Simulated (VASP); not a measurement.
## TaN: single point with r2SCAN

TaN:

```
Ta N
1.0
     0.00000    2.18783    2.18783
     2.18783    0.00000    2.18783
     2.18783    2.18783    0.00000
Ta N
1 1
Cartesian
  2.1878 2.1878 2.1878
  0.0000 0.0000 0.0000
```

* Program: VASP 6.6.1
* Task: single point
* Functional: r2SCAN
* Potentials or basis: VASP PAW PBE potentials, release 64 (Ta_pv, N)
* Cutoff: 520 eV
* k mesh: 10 × 10 × 10
* Occupations: fermi-dirac, width 0.05 eV
* Spin: no spin polarisation

```json
{
 "Pressure": "7.1 GPa",
 "Band gap on the k mesh": "zero (band 8 reaches 11.75 eV, above the bottom of band 9 at 7.57 eV)"
}
```

Levels at points of the mesh, in eV from the Fermi level:
| k point | band 4 | band 5 | band 6 | band 7 | band 8 | band 9 | band 10 | band 11 | band 12 | band 13 |
| --- | --- | --- | --- | --- | --- | --- | --- | --- | --- | --- |
| (0.00, 0.00, 0.00) | -20.16 | -4.21 | -4.21 | -4.21 | -2.24 | -2.24 | -2.24 | 0.10 | 0.10 | 1.89 |
| (0.50, 0.00, 0.00) | -17.06 | -10.99 | -8.13 | -8.13 | 1.94 | 1.94 | 2.09 | 4.11 | 7.96 | 7.96 |
| (0.50, 0.50, 0.00) | -18.93 | -7.14 | -5.76 | -5.06 | -5.06 | 2.22 | 3.60 | 3.60 | 4.85 | 7.53 |

Run time: 33 s on 1 thread of AMD EPYC 9R45 (Zen 5), with other jobs on the host, peak memory 0.12 GiB.

Caveat: the PAW data sets were made with another functional, which shifts forces and pressure a little; spin-orbit coupling is left out, which moves the levels of the heavy elements.
